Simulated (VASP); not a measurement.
Runs of VASP 6.6.1 on P. The structure is that of space group P6_422 (No. 181), or close to it. The cells are those of the table. 

```tsv
task	cell	k mesh	cutoff (eV)	gap on the mesh (eV)	pressure (GPa)	relaxed volume (Å³/atom)
relaxation of cell and atoms	relaxed from a = 3.348, b = 3.348, c = 4.915 Å, angles 90.0, 90.0, 120.0°, 3 atoms	18 × 18 × 10	600	none	0.0	(a)
single point	a = 3.348, b = 3.348, c = 4.915 Å, angles 90.0, 90.0, 120.0°, 3 atoms	6 × 6 × 4	520	none	-0.3	-
relaxation of cell and atoms	relaxed from a = 3.457, b = 3.457, c = 3.785 Å, angles 90.0, 90.0, 120.0°, 3 atoms	6 × 6 × 4	600	none	0.0	15.85
single point	a = 3.375, b = 3.375, c = 4.915 Å, angles 90.0, 90.0, 120.0°, 3 atoms	18 × 18 × 10	520	none	-0.2	-
```

Alike in all rows: level PBE; potentials or basis VASP PAW PBE potentials, release 64 (P); no spin polarisation; smearing gaussian 0.1 eV.

Estimate the missing entries.

(a) 16.12.

Caveats: some runs use coarse meshes; the volume moved by over 15 % at a fixed basis, so the end points are rough (some runs).

A gap of «none» marks levels without a gap at the run's occupations.
